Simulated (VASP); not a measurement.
Wanted: the native input for a VASP 6.6.1 run.

| Quantity | Value |
| --- | --- |
| Task | single point |
| Functional | r2SCAN |
| Potentials or basis | VASP PAW PBE potentials, release 64 (Be, N) |
| Cutoff | 660 eV |
| k mesh | 14 × 14 × 8 |
| Occupations | fermi-dirac, width 0.1 eV |
| Spin | no spin polarisation |
| Dipole correction | no |
| Further INCAR settings | ALGO = Normal; EDIFF = 1e-06; NBANDS = 15 |

BeN:

```
Be N
1.0
     1.37739    2.38571    0.00000
    -1.37739    2.38571    0.00000
     0.00000    0.00000    4.47375
Be N
2 2
Direct
  0.33333 0.33334 0.00000
  0.66666 0.66667 0.50000
  0.33333 0.33334 0.37730
  0.66666 0.66667 0.87730
```

One way to write it, as run:

POSCAR

```
BeN
1.0
    1.3773940000      2.3857140000      0.0000000000
   -1.3773940000      2.3857140000      0.0000000000
    0.0000000000      0.0000000000      4.4737490000
Be N
2 2
Direct
    0.3333300000      0.3333400000      0.0000000000
    0.6666600000      0.6666700000      0.5000000000
    0.3333300000      0.3333400000      0.3773000000
    0.6666600000      0.6666700000      0.8773000000
```

INCAR.step1

```
SYSTEM = BeN
ALGO = Normal
EDIFF = 1E-5
ENCUT = 660
GGA = PE
GGA_COMPAT = .False.
ISMEAR = -1
LASPH = .True.
LCHARG = .False.
LREAL = .False.
LWAVE = .True.
NBANDS = 15
NELM = 120
PREC = Accurate
SIGMA = 0.1
```

INCAR.step2

```
SYSTEM = BeN
ALGO = Normal
EDIFF = 1E-6
ENCUT = 660
GGA_COMPAT = .False.
ISIF = 2
ISMEAR = -1
ISTART = 1
LASPH = .True.
LCHARG = .False.
LMIXTAU = .True.
LREAL = .False.
LWAVE = .False.
METAGGA = R2SCAN
NBANDS = 15
NELM = 120
PREC = Accurate
SIGMA = 0.1
```

KPOINTS

```
k-points
0
Gamma
  14 14 8
  0 0 0
```

Potentials or basis: VASP PAW PBE potentials, release 64 (Be, N).

Command:

```sh
$ cat potpaw_PBE.64/Be/POTCAR potpaw_PBE.64/N/POTCAR > POTCAR
$ cp INCAR.step1 INCAR
$ mpirun -np 1 vasp_std > vasp.out
$ cp INCAR.step2 INCAR
$ mpirun -np 1 vasp_std > vasp.out
```

Results of the run:

```json
{
 "Pressure": "9.9 GPa",
 "Largest force": "0.083 eV/Å",
 "Band gap on the k mesh": "zero (bands 7 and 8 overlap by 2.88 eV)"
}
```

Caveat: the cell stands under pressure; the PAW data sets were made with another functional, which shifts forces and pressure a little.

Wall time 5.1 min on 1 thread of Intel(R) Xeon(R) Platinum 8259CL CPU @ 2.50GHz (Skylake/Cascade Lake), on a shared host, peak memory 0.27 GiB.
